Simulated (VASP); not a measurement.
# Ca11O12 (a cell with a defect) in VASP: a series of runs

The runs below take Ca11O12 (a cell with a defect) through single point, with PBE.

Everything below comes from runs of VASP 6.6.1. Logs are shortened: lines on timing, memory, paths and dates and some standing lists are left out, and cuts for length are marked.

## 1. The cell of the first run

The cell holds a defect, 23 atoms: a = 6.936 Å, b = 6.936 Å, c = 9.616 Å, α = 90.00°, β = 90.00°, γ = 120.00°.

## 2. Single point, PBE (atoms taken out, then relaxed in part)

Contents of INCAR:

```
SYSTEM = Ca11O12
PREC     = Accurate       ! precision mode
ENCUT    = 520            ! plane-wave cutoff, eV
EDIFF    = 1E-6           ! SCF threshold, eV
ISMEAR   = 0              ! smearing method
SIGMA    = 0.05           ! smearing width, eV
LREAL    = Auto         
LASPH    = .True.         ! aspherical terms in the spheres
NELM     = 60             ! most SCF steps
ALGO     = Normal         ! electronic algorithm
ISIF     = 2              ! what is computed and relaxed
LWAVE    = .False.        ! write WAVECAR
LCHARG   = .False.        ! write CHGCAR
GGA      = PE             ! functional
NBANDS   = 108            ! bands
```

Contents of KPOINTS:

```
regular mesh
0
Gamma
  3 3 2
  0 0 0
```

Contents of POSCAR:

```
Ca11O12
1.0
   -6.0065569693     -3.4678872831      0.0000000000
    6.0065569692     -3.4678872831      0.0000000000
    0.0000000000      0.0000000000      9.6159461465
Ca O
11 12
Direct
    0.3333333333      0.0000000000      0.8750000000
    1.0000000000      0.3333333333      0.3750000000
    1.0000000000      0.3333333333      0.8750000000
    0.6666666667      0.6666666667      0.3750000000
    0.6666666667      0.6666666667      0.8750000000
    0.3333333333      0.3242919156      0.1345844784
    0.3333333333      0.3242919156      0.6154155216
    1.0090414177      0.6757080844      0.1345844784
    1.0090414177      0.6757080844      0.6154155216
    0.6576252489      0.0000000000      0.1345844784
    0.6576252489      0.0000000000      0.6154155216
    0.3333333333      0.0000000000      0.1072857154
    0.3333333333      0.0000000000      0.6427142846
    1.0000000000      0.3333333333      0.1238397850
    1.0000000000      0.3333333333      0.6261602150
    0.6666666667      0.6666666667      0.1238397850
    0.6666666667      0.6666666667      0.6261602150
    0.3333333333      0.3652833089      0.3750000000
    0.3333333333      0.3356062432      0.8750000000
    0.9680500244      0.6347166911      0.3750000000
    0.9977270901      0.6643937568      0.8750000000
    0.6986166423      0.0000000000      0.3750000000
    0.6689395765      0.0000000000      0.8750000000
```

Potentials or basis: VASP PAW PBE potentials, release 64 (Ca_sv, O).

Command:

```bash
> cat potpaw_PBE.64/Ca_sv/POTCAR potpaw_PBE.64/O/POTCAR > POTCAR
> mpirun -np 1 vasp_std > vasp.out
```

OUTCAR:

```text
SYSTEM = Ca11O12
   PREC = Accurate
   ENCUT = 520
   EDIFF = 1E-6
   ISMEAR = 0
   LREAL = Auto
   LASPH = .True.
   NELM = 60
   ISIF = 2
   GGA = PE

 ion  position               nearest neighbor table
   1  0.333  0.000  0.875-  12 2.23  13 2.23  19 2.33  21 2.33  23 2.33
   2  0.000  0.333  0.375-  22 2.21  18 2.21  20 2.21  15 2.42  14 2.42
   3  0.000  0.333  0.875-  19 2.30  23 2.30  21 2.30  15 2.39  14 2.39
   4  0.667  0.667  0.375-  22 2.21  20 2.21  18 2.21  17 2.42  16 2.42
   5  0.667  0.667  0.875-  21 2.30  23 2.30  19 2.30  17 2.39  16 2.39
   6  0.333  0.324  0.135-  12 2.26  18 2.33  14 2.35  16 2.35  19 2.50
   7  0.333  0.324  0.615-  13 2.26  18 2.33  15 2.35  17 2.35  19 2.50
   8  0.009  0.676  0.135-  12 2.26  20 2.33  16 2.35  14 2.35  21 2.50
   9  0.009  0.676  0.615-  13 2.26  20 2.33  17 2.35  15 2.35  21 2.50
  10  0.658  0.000  0.135-  12 2.26  22 2.33  16 2.35  14 2.35  23 2.50
  11  0.658  0.000  0.615-  13 2.26  22 2.33  17 2.35  15 2.35  23 2.50
  12  0.333  0.000  0.107-   1 2.23   6 2.26   8 2.26  10 2.26
  13  0.333  0.000  0.643-   1 2.23   7 2.26   9 2.26  11 2.26
  14  0.000  0.333  0.124-   6 2.35  10 2.35   8 2.35   3 2.39   2 2.42
  15  0.000  0.333  0.626-   7 2.35  11 2.35   9 2.35   3 2.39   2 2.42
  16  0.667  0.667  0.124-   8 2.35  10 2.35   6 2.35   5 2.39   4 2.42
  17  0.667  0.667  0.626-   9 2.35  11 2.35   7 2.35   5 2.39   4 2.42
  18  0.333  0.365  0.375-   2 2.21   4 2.21   6 2.33   7 2.33
  19  0.333  0.336  0.875-   3 2.30   5 2.30   1 2.33   6 2.50   7 2.50
  20  0.968  0.635  0.375-   4 2.21   2 2.21   8 2.33   9 2.33
  21  0.998  0.664  0.875-   5 2.30   3 2.30   1 2.33   8 2.50   9 2.50
  22  0.699  0.000  0.375-   4 2.21   2 2.21  10 2.33  11 2.33
  23  0.669  0.000  0.875-   5 2.30   3 2.30   1 2.33  10 2.50  11 2.50

  LATTYP: Found a hexagonal cell.
 ALAT       =     6.9357745662
 C/A-ratio  =     1.3864271473

  Lattice vectors:

 A1 = (  -6.0065569693,  -3.4678872831,   0.0000000000)
 A2 = (   6.0065569692,  -3.4678872831,   0.0000000000)
 A3 = (   0.0000000000,   0.0000000000,   9.6159461465)

Analysis of symmetry for initial positions (statically):
=====================================================================
 Subroutine PRICEL returns:
 Original cell was already a primitive cell.

 Routine SETGRP: Setting up the symmetry group for a
 hexagonal supercell.

 Subroutine GETGRP returns: Found 12 space group operations
 (whereof  2 operations were pure point group operations)
 out of a pool of 24 trial point group operations.

The static configuration has the point symmetry C_1h.
 The point group associated with its full space group is D_3h.

Analysis of symmetry for dynamics (positions and initial velocities):
=====================================================================
 Subroutine PRICEL returns:
 Original cell was already a primitive cell.

 Routine SETGRP: Setting up the symmetry group for a
 hexagonal supercell.

 Subroutine GETGRP returns: Found 12 space group operations
 (whereof  2 operations were pure point group operations)
 out of a pool of 24 trial point group operations.

The dynamic configuration has the point symmetry C_1h.
 The point group associated with its full space group is D_3h.

 Subroutine INISYM returns: Found 12 space group operations
 (whereof  2 operations are pure point group operations),
 and found     1 'primitive' translations

----------------------------------------------------------------------------------------

                                     Primitive cell

  volume of cell :     400.6015

  direct lattice vectors                    reciprocal lattice vectors
    -6.006556969 -3.467887283  0.000000000    -0.083242364 -0.144180003  0.000000000
     6.006556969 -3.467887283  0.000000000     0.083242364 -0.144180003  0.000000000
     0.000000000  0.000000000  9.615946147     0.000000000  0.000000000  0.103993927

  length of vectors
     6.935774566  6.935774566  9.615946147     0.166484727  0.166484727  0.103993927

  position of ions in fractional coordinates (direct lattice)
     0.333333333  1.000000000  0.875000000
     1.000000000  0.333333333  0.375000000
     1.000000000  0.333333333  0.875000000
     0.666666667  0.666666667  0.375000000
     0.666666667  0.666666667  0.875000000
     0.333333333  0.324291916  0.134584478
[... 15 lines left out ...]
     0.698616642  1.000000000  0.375000000
     0.668939577  1.000000000  0.875000000

  ion indices of the primitive-cell ions
   primitive index   ion index
                 1           1
                 2           2
                 3           3
                 4           4
                 5           5
                 6           6
[... 15 lines left out ...]
                22          22
                23          23

----------------------------------------------------------------------------------------

 KPOINTS: regular mesh

Automatic generation of k-mesh.
[... 73 lines left out ...]
   LHFCALC =     F    Hartree Fock is set to
   AEXX    =    0.0000 exact exchange contribution
   IVDW    =     0    specifies the selected vdW correction
   LEPSILON=     F    determine dielectric tensor
   LRPA    =     F    only Hartree local field effects (RPA)
 non-spin polarized calculation
 Gauss-broadening in eV      SIGMA  =   0.05
  energy-cutoff  :      520.00
  volume of cell :      400.60
 maximum number of plane-waves:     10809
 NGX is ok and might be reduce to    54
   NGX = 25   NGY = 25   NGZ = 35

 number of electron     181.9999979 magnetization

 Free energy of the ion-electron system (eV)
  ---------------------------------------------------
  ext. energy  EPLUGINS =         0.00000000
  ---------------------------------------------------
  free energy    TOTEN  =      -141.78342942 eV

  energy without entropy =     -141.75772744  energy(sigma->0) =     -141.77057843

 E-fermi :   0.4070     XC(G=0):  -9.0088

 val. band max:        0.4028851774   @ k =   0.3333   0.0000   0.0000
 cond. band min:       0.4112286740   @ k =   0.3333   0.3333   0.5000
 fundamental gap:      0.0083434967
 Fermi energy:         0.4070099668

 k-point     1 :       0.0000    0.0000    0.0000
  band No.  band energies     occupation
      1     -36.9780      2.00000
      2     -36.9667      2.00000
      3     -36.9536      2.00000
      4     -36.9536      2.00000
      5     -36.9524      2.00000
      6     -36.9524      2.00000
[... 95 lines left out ...]
    102       6.0984      0.00000
    103       6.1128      0.00000

 k-point     2 :       0.3333    0.0000    0.0000
  band No.  band energies     occupation
      1     -36.9712      2.00000
      2     -36.9628      2.00000
      3     -36.9586      2.00000
      4     -36.9557      2.00000
      5     -36.9552      2.00000
      6     -36.9535      2.00000
[... 95 lines left out ...]
    102       6.4790      0.00000
    103       6.6678      0.00000

 k-point     3 :       0.3333    0.3333    0.0000
  band No.  band energies     occupation
      1     -36.9620      2.00000
      2     -36.9620      2.00000
      3     -36.9616      2.00000
      4     -36.9590      2.00000
      5     -36.9563      2.00000
      6     -36.9563      2.00000
[... 95 lines left out ...]
    102       6.6540      0.00000
    103       6.7455      0.00000

 k-point     4 :       0.0000    0.0000    0.5000
  band No.  band energies     occupation
      1     -36.9745      2.00000
      2     -36.9705      2.00000
      3     -36.9533      2.00000
      4     -36.9533      2.00000
      5     -36.9527      2.00000
      6     -36.9527      2.00000
[... 95 lines left out ...]
    102       5.8239      0.00000
    103       7.3405      0.00000

 k-point     5 :       0.3333    0.0000    0.5000
  band No.  band energies     occupation
      1     -36.9683      2.00000
      2     -36.9656      2.00000
      3     -36.9572      2.00000
      4     -36.9568      2.00000
      5     -36.9548      2.00000
      6     -36.9546      2.00000
[... 95 lines left out ...]
    102       6.2472      0.00000
    103       7.0821      0.00000

 k-point     6 :       0.3333    0.3333    0.5000
  band No.  band energies     occupation
      1     -36.9608      2.00000
      2     -36.9599      2.00000
      3     -36.9598      2.00000
      4     -36.9598      2.00000
      5     -36.9586      2.00000
      6     -36.9586      2.00000
[... 95 lines left out ...]
    102       6.7772      0.00000
    103       6.7772      0.00000
 [bands above 103 left out]

------------------------ aborting loop because EDIFF is reached ----------------------------------------

  FORCE on cell =-STRESS in cart. coord.  units (eV):
  Direction    XX          YY          ZZ          XY          YZ          ZX
  --------------------------------------------------------------------------------------
  -------------------------------------------------------------------------------------
  Total        4.0912016      4.0912016     -0.1692198      0.0000000      0.0000000      0.0000000
  in kB       16.3624705     16.3624705     -0.6767828      0.0000000      0.0000000      0.0000000
  external PRESSURE =      10.6827194 kB  Pullay stress =       0.0000000 kB

 VOLUME and BASIS-vectors are now :
 -----------------------------------------------------------------------------
  energy-cutoff  :      520.00
  volume of cell :      400.60
      direct lattice vectors                 reciprocal lattice vectors
    -6.006556969 -3.467887283  0.000000000    -0.083242364 -0.144180003  0.000000000
     6.006556969 -3.467887283  0.000000000     0.083242364 -0.144180003  0.000000000
     0.000000000  0.000000000  9.615946147     0.000000000  0.000000000  0.103993927

 POSITION                                       TOTAL-FORCE (eV/Angst)
 -----------------------------------------------------------------------------------
     -2.00219     -1.15596      8.41395         0.000000      0.000000     -0.000000
      2.00219     -1.15596      3.60598         0.000000      0.000000     -0.000000
      2.00219     -1.15596      8.41395         0.000000      0.000000     -0.000000
     -0.00000     -4.62385      3.60598         0.000000      0.000000     -0.000000
     -0.00000     -4.62385      8.41395         0.000000      0.000000     -0.000000
     -0.05431     -2.28057      1.29416         0.004144     -0.002392     -0.006145
[... 15 lines left out ...]
     -4.19628     -2.42272      3.60598         0.033507      0.019345     -0.000000
     -4.01802     -2.31981      8.41395         0.001328      0.000767     -0.000000
 -----------------------------------------------------------------------------------
    total drift:                               -0.000003     -0.000004     -0.000001

  FREE ENERGIE OF THE ION-ELECTRON SYSTEM (eV)
  ---------------------------------------------------
  free  energy   TOTEN  =      -141.7834294164 eV

  energy  without entropy=     -141.7577274427  energy(sigma->0) =     -141.77057843
```

Run time: 7.9 min. Hardware: 1 thread of AMD EPYC 9R45 (Zen 5), shared host; peak memory 0.54 GiB.

What came out:

```yaml
Free_energy: -141.7834 eV
Pressure: 1.1 GPa
Largest_force: 0.039 eV/Å
Band_gap_on_the_k_mesh: zero (bands 91 and 92 overlap by 0.09 eV)
```

Forces in eV/Å, atoms in the order of the input:
```
Ca   0.000  0.000  0.000
Ca   0.000  0.000  0.000
Ca   0.000  0.000  0.000
Ca   0.000  0.000  0.000
Ca   0.000  0.000  0.000
Ca   0.004 -0.002 -0.006
Ca   0.004 -0.002  0.006
Ca   0.000  0.005 -0.006
Ca   0.000  0.005  0.006
Ca  -0.004 -0.002 -0.006
Ca  -0.004 -0.002  0.006
O    0.000  0.000  0.030
O    0.000  0.000 -0.030
O    0.000  0.000  0.000
O    0.000  0.000  0.000
O    0.000  0.000  0.000
O    0.000  0.000  0.000
O   -0.034  0.019  0.000
O   -0.001  0.001  0.000
O    0.000 -0.039  0.000
O    0.000 -0.002  0.000
O    0.034  0.019  0.000
O    0.001  0.001  0.000
```

Caveat: the cell differs from its parent crystal (atoms taken out, then relaxed in part).

## 3. Single point, PBE

Contents of INCAR:

```
PREC = Accurate
ENCUT = 520
EDIFF = 1E-6
ISMEAR = 0
SIGMA = 0.05
LREAL = Auto
LASPH = True
NELM = 60
ALGO = Normal
ISIF = 2
LWAVE = False
LCHARG = False
GGA = PE
NBANDS = 108
```

Contents of KPOINTS:

```
regular mesh
0
Gamma
  3 3 2
```

Contents of POSCAR:

```
Ca11O12
1.0
   -6.0065569693     -3.4678872831      0.0000000000
    6.0065569692     -3.4678872831      0.0000000000
    0.0000000000      0.0000000000      9.6159461465
Ca O
11 12
Direct
    0.3333333003     -0.0000000903      0.8750000127
    1.0000000157      0.3333334011      0.3750000203
    1.0000000157      0.3333334011      0.8750000127
    0.6666667084      0.6666667084      0.3750000203
    0.6666667084      0.6666667084      0.8750000127
    0.3333333165      0.3242918639      0.1345844684
    0.3333333165      0.3242918639      0.6154155722
    1.0090413925      0.6757080019      0.1345844684
    1.0090413925      0.6757080019      0.6154155722
    0.6576252544     -0.0000000741      0.1345844684
    0.6576252544     -0.0000000741      0.6154155722
    0.3333333003     -0.0000000903      0.1072857506
    0.3333333003     -0.0000000903      0.6427142900
    1.0000000157      0.3333334011      0.1238398158
    1.0000000157      0.3333334011      0.6261602247
    0.6666667084      0.6666667084      0.1238398158
    0.6666667084      0.6666667084      0.6261602247
    0.3333333956      0.3652833132      0.3750000203
    0.3333333562      0.3356062057      0.8750000127
    0.9680500082      0.6347166177      0.3750000203
    0.9977271551      0.6643937645      0.8750000127
    0.6986167037      0.0000000051      0.3750000203
    0.6689395962     -0.0000000343      0.8750000127
```

Potentials or basis: VASP PAW PBE potentials, release 64 (Ca_sv, O).

Command:

```bash
> cat potpaw_PBE.64/Ca_sv/POTCAR potpaw_PBE.64/O/POTCAR > POTCAR
> mpirun -np 1 vasp_std > vasp.out
```

Wall time 7.1 min (1 thread of AMD EPYC 9R45 (Zen 5), shared host); peak memory 0.54 GiB.

It converged, with:

```yaml
Free_energy: -141.7834 eV
Pressure: 1.1 GPa
Largest_force: 0.039 eV/Å
Band_gap_on_the_k_mesh: zero (bands 91 and 92 overlap by 0.09 eV)
```

Forces in eV/Å, atoms in the order of the input:
```
Ca   0.000  0.000  0.000
Ca   0.000  0.000  0.000
Ca   0.000  0.000  0.000
Ca   0.000  0.000  0.000
Ca   0.000  0.000  0.000
Ca   0.004 -0.002 -0.006
Ca   0.004 -0.002  0.006
Ca   0.000  0.005 -0.006
Ca   0.000  0.005  0.006
Ca  -0.004 -0.002 -0.006
Ca  -0.004 -0.002  0.006
O    0.000  0.000  0.030
O    0.000  0.000 -0.030
O    0.000  0.000  0.000
O    0.000  0.000  0.000
O    0.000  0.000  0.000
O    0.000  0.000  0.000
O   -0.034  0.019  0.000
O   -0.001  0.001  0.000
O    0.000 -0.039  0.000
O    0.000 -0.002  0.000
O    0.034  0.019  0.000
O    0.001  0.001  0.000
```

Stress tensor (GPa, compression positive):
```
 1.64  0.00  0.00
 0.00  1.64  0.00
 0.00  0.00 -0.07
```

Levels at points of the mesh, in eV from the Fermi level:
```csv
k point,band 87,band 88,band 89,band 90,band 91,band 92,band 93,band 94,band 95,band 96
"(0.00, 0.00, 0.00)",-0.38,-0.36,-0.19,0.03,0.03,0.22,3.75,4.68,4.68,4.91
"(0.00, 0.00, 0.50)",-0.41,-0.17,-0.17,-0.13,-0.13,0.03,4.17,4.53,4.74,4.74
```

## 4. Single point, PBE

Contents of INCAR:

```
PREC = Accurate ; ENCUT = 520
EDIFF = 1E-6 ; ISMEAR = 0
SIGMA = 0.05 ; LREAL = Auto
LASPH = T ; NELM = 80
ALGO = Normal ; ISIF = 2
LWAVE = F ; LCHARG = T
GGA = PE ; LELF = T
LVHAR = T ; NBANDS = 108
```

Contents of KPOINTS:

```
Automatic mesh
0
Gamma
  3 3 2
```

Contents of POSCAR:

```
Ca11O12
1.0
   -6.0065569693     -3.4678872831      0.0000000000
    6.0065569692     -3.4678872831      0.0000000000
    0.0000000000      0.0000000000      9.6159461465
Ca O
11 12
Direct
    0.3333333380      0.0090414000      0.8845845089
    1.0090413618      0.3333332946      0.3654155240
    1.0090413618      0.3333332946      0.8845845089
    0.6576253245      0.6576253245      0.3654155240
    0.6576253245      0.6576253245      0.8845845089
    0.3333333380      0.0090414000      0.3654155240
    0.3333333542      0.3333333542      0.6249999645
    1.0000000086      0.6666666181      0.1249999721
    1.0000000086      0.6666666181      0.6249999645
    0.6666666615      0.0000000469      0.1249999721
    0.6666666615      0.0000000469      0.6249999645
    0.3333334030     -0.0319499051      0.1249999721
    0.3333332982     -0.0022729418      0.6249999645
    0.9680500567      0.3333333597      0.1249999721
    0.9977271641      0.3333333990      0.6249999645
    0.6986165646      0.6986165646      0.1249999721
    0.6689395619      0.6689395619      0.6249999645
    0.3333333542      0.3333333542      0.3927142418
    0.3333333542      0.3333333542      0.8572857912
    1.0000000086      0.6666666181      0.3761601765
    1.0000000086      0.6666666181      0.8738398564
    0.6666666615      0.0000000469      0.3761601765
    0.6666666615      0.0000000469      0.8738398564
```

Command:

```bash
> cat potpaw_PBE.64/Ca_sv/POTCAR potpaw_PBE.64/O/POTCAR > POTCAR
> mpirun -np 1 vasp_std > vasp.out
```

Run time: 7.2 min. Hardware: 1 thread of AMD EPYC 9R45 (Zen 5), shared host; peak memory 0.53 GiB.

The run converged. Its results:

```
Free energy            : -141.7834 eV
Pressure               : 1.1 GPa
Largest force          : 0.039 eV/Å
Band gap on the k mesh : zero (bands 91 and 92 overlap by 0.09 eV)
```

Forces on the atoms (eV/Å):
```
Ca  -0.004  0.002 -0.006
Ca   0.004  0.002  0.006
Ca   0.004  0.002 -0.006
Ca   0.000 -0.005  0.006
Ca   0.000 -0.005 -0.006
Ca  -0.004  0.002  0.006
Ca   0.000  0.000  0.000
Ca   0.000  0.000  0.000
Ca   0.000  0.000  0.000
Ca   0.000  0.000  0.000
Ca   0.000  0.000  0.000
O    0.034 -0.019  0.000
O    0.001 -0.001  0.000
O   -0.034 -0.019  0.000
O   -0.001 -0.001  0.000
O    0.000  0.039  0.000
O    0.000  0.002  0.000
O    0.000  0.000 -0.030
O    0.000  0.000  0.030
O    0.000  0.000  0.000
O    0.000  0.000  0.000
O    0.000  0.000  0.000
O    0.000  0.000  0.000
```

Stress tensor (GPa, compression positive):
```
 1.64  0.00  0.00
 0.00  1.64  0.00
 0.00  0.00 -0.07
```

Levels at points of the mesh, in eV from the Fermi level:
| k point | band 89 | band 90 | band 91 | band 92 | band 93 | band 94 |
| --- | --- | --- | --- | --- | --- | --- |
| (0.00, 0.00, 0.00) | -0.19 | 0.03 | 0.03 | 0.22 | 3.75 | 4.68 |
| (0.00, 0.00, 0.50) | -0.17 | -0.13 | -0.13 | 0.03 | 4.17 | 4.53 |
